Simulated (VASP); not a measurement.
Write the native input for VASP 6.6.1 that does the following.

- Task: single point
- Functional: PBEsol
- Potentials or basis: VASP PAW PBE potentials, release 64 (W_sv, C)
- Cutoff: 520 eV
- k mesh: 10 × 10 × 9
- Occupations: fermi-dirac, width 0.05 eV
- Spin: no spin polarisation
- Dipole correction: no
- Further INCAR settings: ALGO = Normal; EDIFF = 1e-06; NBANDS = 16

The structure of WC (Qusongite) lies in POSCAR:

```
WC
1.0
    2.8996840780      0.0000000000      0.0000000000
   -1.4498420390      2.5112000745      0.0000000000
    0.0000000000      0.0000000000      2.8263976015
W C
1 1
Direct
    0.0000000000      0.0000000000      0.0000000000
    0.6666666667      0.3333333333      0.5000000000
```

These files were run (other wordings do the same):

INCAR

```
SYSTEM = WC
PREC = Accurate
ENCUT = 520
EDIFF = 1E-6
ISMEAR = -1
SIGMA = 0.05
LREAL = .False.
LASPH = .True.
NELM = 100
ALGO = Normal
ISIF = 2
LWAVE = .False.
LCHARG = .False.
GGA = PS
NBANDS = 16
```

KPOINTS

```
Automatic mesh
0
Gamma
  10 10 9
  0 0 0
```

Potentials or basis: VASP PAW PBE potentials, release 64 (W_sv, C).

Command:

```sh
$ cat potpaw_PBE.64/W_sv/POTCAR potpaw_PBE.64/C/POTCAR > POTCAR
$ mpirun -np 1 vasp_std > vasp.out
```

Results of the run:

The pressure is 1.2 GPa and the band gap on the k mesh is zero (band 9 reaches 11.73 eV, above the bottom of band 10 at 10.49 eV).

Caveat: the PAW data sets were made with another functional, which shifts forces and pressure a little; spin-orbit coupling is left out, which moves the levels of the heavy elements.

Wall time 9.8 s on 1 thread of Intel(R) Xeon(R) Platinum 8375C CPU @ 2.90GHz (Ice Lake), on a shared host, peak memory 0.15 GiB.
